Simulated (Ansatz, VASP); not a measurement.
**Two plane-wave programs on Al3GaN4**

```
Al Ga N
1.0
     5.03769    0.00000    0.00000
     0.00000    3.12544    0.00000
    -0.00336    0.00000    5.41117
Al Ga N
3 1 4
Cartesian
  2.5193 1.5627 0.9055
  0.0018 1.5627 4.5173
  0.0043 0.0000 1.7948
  2.5133 0.0000 3.6048
  0.5579 0.0000 3.6054
  0.6165 1.5627 0.9044
  3.1465 1.5627 4.5466
  3.1385 0.0000 1.7659
```

Alike in both runs: functional PBEsol; k mesh 6 × 8 × 4; occupations gaussian, width 0.02 eV; no spin polarisation.

Ansatz relaxed the structure, and its values are those at the end. VASP's run is a single point on that final structure, the one shown.

|  | VASP | Ansatz |
| --- | --- | --- |
| version | VASP 6.6.1 | Ansatz 0.2.0 |
| potentials or method | VASP PAW PBE potentials, release 64 (Al, Ga_d, N), cutoff 520 eV | scalar-relativistic, plane waves, PAW |
| valence electrons in the cell | 42 | 42 |

```tsv
	VASP	Ansatz	Ansatz less VASP
gap on the k mesh at the Fermi level (eV)	3.53	3.51	-0.017
least direct gap on the mesh (eV)	3.53	3.51	-0.017
pressure (GPa)	0.7	0.8	+0.07
rms of the force components (eV/Å)	0.005	0.002	-0.0027
```

VASP's potentials were made for PBE, not for PBEsol. Ansatz's warnings: stress scf threshold loose.
